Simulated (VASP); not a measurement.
# Cu (Fm-3m) in VASP: notebook

Cu is run at these levels: RPBE; tasks: relaxation of cell and atoms.

All numbers are computed with VASP 6.6.1; they aren't measurements. Logs are shortened: lines on timing, memory, paths and dates and some standing lists are left out, and cuts for length are marked.

### Step 1. The cell of the first run

Symmetry: Fm-3m, No. 225, cubic system. The conventional cell has a = 3.650 Å, b = 3.650 Å, c = 3.650 Å, α = 90.00°, β = 90.00°, γ = 90.00°. Cu (site symmetry m-3m) has 12 Cu at 2.58 Å within 3.4 Å.

### Step 2. Relaxation of cell and atoms, RPBE

INCAR reads:

```
  ALGO = Normal
  EDIFF = 1E-6
  EDIFFG = -0.002
  ENCUT = 600
  GGA = RP
  IBRION = 2
  ISIF = 3
  ISMEAR = 0
  LASPH = True
  LCHARG = False
  LREAL = False
  LWAVE = False
  NELM = 60
  NSW = 100
  PREC = Accurate
  SIGMA = 0.1
```

KPOINTS reads:

```
k-points
0
Gamma
  16 16 16
```

POSCAR reads:

```
Cu
1.0
    0.0000000000      1.8250000000      1.8250000000
    1.8250000000      0.0000000000      1.8250000000
    1.8250000000      1.8250000000      0.0000000000
Cu
1
Direct
    0.0000000000      0.0000000000      0.0000000000
```

Potentials or basis: VASP PAW PBE potentials, release 64 (Cu).

Launch:

```console
> cat potpaw_PBE.64/Cu/POTCAR > POTCAR
> mpirun -np 1 vasp_std > vasp.out
```

OUTCAR:

```text
EDIFF = 1E-6
   EDIFFG = -0.002
   ENCUT = 600
   GGA = RP
   IBRION = 2
   ISIF = 3
   ISMEAR = 0
   LASPH = True
   LREAL = False
   NELM = 60
   NSW = 100
   PREC = Accurate

 ion  position               nearest neighbor table
   1  0.000  0.000  0.000-

  LATTYP: Found a face centered cubic cell.
 ALAT       =     3.6500000000

  Lattice vectors:

 A1 = (   0.0000000000,   1.8250000000,   1.8250000000)
 A2 = (   1.8250000000,   0.0000000000,   1.8250000000)
 A3 = (   1.8250000000,   1.8250000000,   0.0000000000)

Analysis of symmetry for initial positions (statically):
=====================================================================
 Subroutine PRICEL returns:
 Original cell was already a primitive cell.

 Routine SETGRP: Setting up the symmetry group for a
 face centered cubic supercell.

 Subroutine GETGRP returns: Found 48 space group operations
 (whereof 48 operations were pure point group operations)
 out of a pool of 48 trial point group operations.

The static configuration has the point symmetry O_h .

Analysis of symmetry for dynamics (positions and initial velocities):
=====================================================================
 Subroutine PRICEL returns:
 Original cell was already a primitive cell.

 Routine SETGRP: Setting up the symmetry group for a
 face centered cubic supercell.

 Subroutine GETGRP returns: Found 48 space group operations
 (whereof 48 operations were pure point group operations)
 out of a pool of 48 trial point group operations.

The dynamic configuration has the point symmetry O_h .

 Subroutine INISYM returns: Found 48 space group operations
 (whereof 48 operations are pure point group operations),
 and found     1 'primitive' translations

----------------------------------------------------------------------------------------

                                     Primitive cell

  volume of cell :      12.1568

  direct lattice vectors                    reciprocal lattice vectors
     0.000000000  1.825000000  1.825000000    -0.273972603  0.273972603  0.273972603
     1.825000000  0.000000000  1.825000000     0.273972603 -0.273972603  0.273972603
     1.825000000  1.825000000  0.000000000     0.273972603  0.273972603 -0.273972603

  length of vectors
     2.580939751  2.580939751  2.580939751     0.474534468  0.474534468  0.474534468

  position of ions in fractional coordinates (direct lattice)
     0.000000000  0.000000000  0.000000000

  ion indices of the primitive-cell ions
   primitive index   ion index
                 1           1

----------------------------------------------------------------------------------------

 KPOINTS: k-points

Automatic generation of k-mesh.
 Grid dimensions read from file:
 generate k-points for:   16   16   16

 Generating k-lattice:

  Cartesian coordinates                     Fractional coordinates (reciprocal lattice)
    -0.017123288  0.017123288  0.017123288     0.062500000  0.000000000  0.000000000
     0.017123288 -0.017123288  0.017123288     0.000000000  0.062500000  0.000000000
     0.017123288  0.017123288 -0.017123288     0.000000000  0.000000000  0.062500000

  Length of vectors
     0.029658404  0.029658404  0.029658404

  Shift w.r.t. Gamma in fractional coordinates (k-lattice)
     0.000000000  0.000000000  0.000000000

 Subroutine IBZKPT returns following result:
 ===========================================

 Found    145 irreducible k-points:

 Following reciprocal coordinates:
            Coordinates               Weight
  0.000000  0.000000  0.000000      1.000000
  0.062500  0.000000  0.000000      8.000000
  0.125000  0.000000  0.000000      8.000000
  0.187500  0.000000  0.000000      8.000000
  0.250000  0.000000  0.000000      8.000000
  0.312500  0.000000  0.000000      8.000000
[... 16 lines left out ...]
 -0.125000  0.062500  0.000000     24.000000
 -0.062500  0.062500  0.000000     12.000000
 [... further k-points ...]
   k-points           NKPTS =    145   k-points in BZ     NKDIM =    145   number of bands    NBANDS=      9
   number of dos      NEDOS =    301   number of ions     NIONS =      1
   total plane-waves  NPLWV =  13824
   dimension x,y,z NGX =    24 NGY =   24 NGZ =   24
   dimension x,y,z NGXF=    48 NGYF=   48 NGZF=   48
   ions per type =               1
   NGX,Y,Z   is equivalent  to a cutoff of  15.46, 15.46, 15.46 a.u.
   NGXF,Y,Z  is equivalent  to a cutoff of  30.92, 30.92, 30.92 a.u.
 SYSTEM =  unknown system
   PREC   = accura    normal or accurate (medium, high low for compatibility)
   ISTART =      0    job   : 0-new  1-cont  2-samecut
   ICHARG =      2    charge: 1-file 2-atom 10-const
   ISPIN  =      1    spin polarized calculation?
   LNONCOLLINEAR =      F non collinear calculations
   LSORBIT =      F    spin-orbit coupling
   LASPH  =      T    aspherical Exc in radial PAW
   ENCUT  =  600.0 eV  44.10 Ry    6.64 a.u.   5.15  5.15  5.15*2*pi/ulx,y,z
   NELM   =     60;   NELMIN=  2; NELMDL= -5     # of ELM steps
   EDIFF  = 0.1E-05   stopping-criterion for ELM
   LREAL  =      F    real-space projection
   EDIFFG = -.2E-02   stopping-criterion for IOM
   NSW    =    100    number of steps for IOM
   IBRION =      2    ionic relax: 0-MD 1-quasi-New 2-CG
   NFREE  =      1    steps in history (QN), initial steepest desc. (CG)
   ISIF   =      3    stress and relaxation
   ISYM   =      2    0-nonsym 1-usesym 2-fastsym
   POTIM  = 0.5000    time-step for ionic-motion
   TEBEG  =    0.0;   TEEND  =   0.0 temperature during run
   PSTRESS=    0.0 pullay stress
   NELECT =      11.0000    total number of electrons
   NUPDOWN=      -1.0000    fix difference up-down
   EMIN   =  10.00;   EMAX   =-10.00  energy-range for DOS
   EFERMI =   0.00;   METHOD = LEGACY
   ISMEAR =     0;   SIGMA  =   0.10  broadening in eV -4-tet -1-fermi 0-gaus
   EFERMI_NEDOS =   21; number of points for ismear=-14 and -15
   IALGO  =     38    algorithm
   IMIX   =      4    mixing-type and parameters
     AMIX     =   0.40;   BMIX     =  1.00
     AMIX_MAG =   1.60;   BMIX_MAG =  1.00
  volume/ion in A,a.u.               =      12.16        82.04
  Fermi-wavevector in a.u.,A,eV,Ry     =   1.583432  2.992253 34.113318  2.507258
  Thomas-Fermi vector in A             =   2.683204
   LORBIT       =      0    0 simple, 1 ext, 2 COOP (PROOUT), +10 PAW based schemes
   GGA     = RP    functional components
   LHFCALC =     F    Hartree Fock is set to
   AEXX    =    0.0000 exact exchange contribution
   IVDW    =     0    specifies the selected vdW correction
   LEPSILON=     F    determine dielectric tensor
   LRPA    =     F    only Hartree local field effects (RPA)
 conjugate gradient relaxation of ions
 non-spin polarized calculation
 Gauss-broadening in eV      SIGMA  =   0.10
  energy-cutoff  :      600.00
  volume of cell :       12.16
 maximum number of plane-waves:       419
 NGX is ok and might be reduce to    24
   NGX = 11   NGY = 11   NGZ = 11

--------------------------------------- Ionic step        1  -------------------------------------------

 number of electron      11.0000000 magnetization

 Free energy of the ion-electron system (eV)
  ---------------------------------------------------
  ext. energy  EPLUGINS =         0.00000000
  ---------------------------------------------------
  free energy    TOTEN  =        -3.25375844 eV

  energy without entropy =       -3.25207828  energy(sigma->0) =       -3.25291836

------------------------ aborting loop because EDIFF is reached ----------------------------------------

  FORCE on cell =-STRESS in cart. coord.  units (eV):
  Direction    XX          YY          ZZ          XY          YZ          ZX
  --------------------------------------------------------------------------------------
  -------------------------------------------------------------------------------------
  Total        0.2411252      0.2411252      0.2411252      0.0000000      0.0000000      0.0000000
  in kB       31.7785834     31.7785834     31.7785834      0.0000000      0.0000000      0.0000000
  external PRESSURE =      31.7785834 kB  Pullay stress =       0.0000000 kB
[... 90 lines left out ...]
  energy  without entropy=       -3.2549463072  energy(sigma->0) =       -3.25580824

--------------------------------------- Ionic step        4  -------------------------------------------

 number of electron      11.0000003 magnetization

 Free energy of the ion-electron system (eV)
  ---------------------------------------------------
  ext. energy  EPLUGINS =         0.00000000
  ---------------------------------------------------
  free energy    TOTEN  =        -3.25666933 eV

  energy without entropy =       -3.25494471  energy(sigma->0) =       -3.25580702

 E-fermi :   7.0497     XC(G=0): -12.2782

 val. band max:        7.0457435271   @ k =   0.5000   0.1875   0.0625
 cond. band min:       7.0833612070   @ k =   0.5000   0.3125   0.1250
 fundamental gap:      0.0376176800
 Fermi energy:         7.0497378527

 k-point     1 :       0.0000    0.0000    0.0000
  band No.  band energies     occupation
      1      -1.8461      2.00000
      2       4.2335      2.00000
      3       4.2335      2.00000
      4       4.2335      2.00000
      5       4.9861      2.00000
      6       4.9861      2.00000
      7      29.1939      0.00000
      8      31.5261      0.00000
      9      31.5261      0.00000
[... 265 lines left out ...]
 k-point    24 :      -0.0625    0.0625    0.0000
  band No.  band energies     occupation
      1      -1.4829      2.00000
      2       4.1555      2.00000
      3       4.2940      2.00000
      4       4.3064      2.00000
      5       4.9288      2.00000
      6       4.9986      2.00000
      7      27.1493      0.00000
      8      28.1164      0.00000
      9      30.7237      0.00000

 [... further k-points ...]
[... 5 lines left out ...]
  --------------------------------------------------------------------------------------
  -------------------------------------------------------------------------------------
  Total       -0.0010112     -0.0010112     -0.0010112      0.0000000      0.0000000     -0.0000000
  in kB       -0.1299754     -0.1299754     -0.1299754      0.0000000      0.0000000     -0.0000000
  external PRESSURE =      -0.1299754 kB  Pullay stress =       0.0000000 kB
[... 16 lines left out ...]
  FREE ENERGIE OF THE ION-ELECTRON SYSTEM (eV)
  ---------------------------------------------------
  free  energy   TOTEN  =        -3.2566693266 eV

  energy  without entropy=       -3.2549447054  energy(sigma->0) =       -3.25580702

 reached required accuracy - stopping structural energy minimisation
```

It took 2 min on 1 thread of AMD EPYC 7R13, shared host; peak memory 0.13 GiB.

Results:

```yaml
Free_energy: -3.2567 eV
Relaxed_volume: 12.46 Å³/atom
Relaxed_cell: a = 2.603 Å, b = 2.603 Å, c = 2.603 Å, α = 60.00°, β = 60.00°, γ = 60.00°
Space_group_after_relaxing_to_0.05_Å: Fm-3m (No. 225)
Energy_gained_by_relaxing: 2.9 meV/atom
Ionic_steps: 4
Pressure_after_relaxing: 0.0 GPa
```

The path:
```tsv
step	energy change (eV)	largest force (eV/Å)	pressure (GPa)	volume (Å³)
1	0.0000	0.0000	3.18	12.16
2	-0.0024	0.0000	-1.20	12.59
3	-0.0029	0.0000	0.04	12.46
4	-0.0029	0.0000	-0.01	12.46
```

Final structure:
```
Cu
1.0
     0.00000    1.84027    1.84027
     1.84027    0.00000    1.84027
     1.84027    1.84027    0.00000
Cu
1
Cartesian
  0.0000 0.0000 0.0000
```

Levels at points of the mesh, in eV from the Fermi level:
| k point | band 3 | band 4 | band 5 | band 6 | band 7 | band 8 | band 9 |
| --- | --- | --- | --- | --- | --- | --- | --- |
| (0.00, 0.00, 0.00) | -2.82 | -2.82 | -2.06 | -2.06 | 22.14 | 24.48 | 24.48 |
| (0.50, 0.00, 0.00) | -2.85 | -1.54 | -1.54 | -0.81 | 3.56 | 20.66 | 21.36 |
| (0.50, 0.50, 0.00) | -1.56 | -1.41 | -1.41 | 1.59 | 6.81 | 12.75 | 12.75 |

Caveat: the PAW data sets were made with another functional, which shifts forces and pressure a little. Zero-point motion and thermal expansion aren't in these numbers.

(Part 1 of 2 ends here.)
